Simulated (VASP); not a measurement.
Write the native input for VASP 6.6.1 that does the following.

- Task: single point
- Functional: PBE
- Potentials or basis: VASP PAW PBE potentials, release 64 (Te, Pb_d)
- Cutoff: 520 eV
- k mesh: 4 × 4 × 4
- Occupations: gaussian, width 0.01 eV
- Spin: no spin polarisation
- Dipole correction: no
- Further INCAR settings: ALGO = Normal; EDIFF = 1e-07; NBANDS = 17

The structure of TePb lies in POSCAR:

```
TePb
1.0
    0.0000000000      3.2678555438      3.2678555438
    3.2678555438      0.0000000000      3.2678555438
    3.2678555438      3.2678555438      0.0000000000
Te Pb
1 1
Direct
    0.5000000000      0.5000000000      0.5000000000
    0.0000000000      0.0000000000      0.0000000000
```

These files were run (other wordings do the same):

INCAR

```
PREC     = Accurate       # precision mode
ENCUT    = 520            # plane-wave cutoff, eV
EDIFF    = 1E-7           # SCF threshold, eV
ISMEAR   = 0              # smearing method
SIGMA    = 0.01           # smearing width, eV
LREAL    = False          # projectors in reciprocal space
LASPH    = True           # aspherical terms in the spheres
NELM     = 80             # most SCF steps
ALGO     = Normal         # electronic algorithm
ISIF     = 2              # what is computed and relaxed
LWAVE    = False          # write WAVECAR
LCHARG   = False          # write CHGCAR
GGA      = PE             # functional
NBANDS   = 17             # bands
```

KPOINTS

```
Automatic mesh
0
Gamma
  4 4 4
```

Potentials or basis: VASP PAW PBE potentials, release 64 (Te, Pb_d).

Launch:

```console
$ cat potpaw_PBE.64/Te/POTCAR potpaw_PBE.64/Pb_d/POTCAR > POTCAR
$ mpirun -np 1 vasp_std > vasp.out
```

Results of the run:

```json
{"Pressure": "0.6 GPa", "Band gap on the k mesh": "0.80 eV, direct"}
```

Caveat: spin-orbit coupling is left out, which moves the levels of the heavy elements.

Wall time 12 s on 1 thread of Intel(R) Xeon(R) Platinum 8259CL CPU @ 2.50GHz (Skylake/Cascade Lake), on a shared host, peak memory 0.2 GiB.
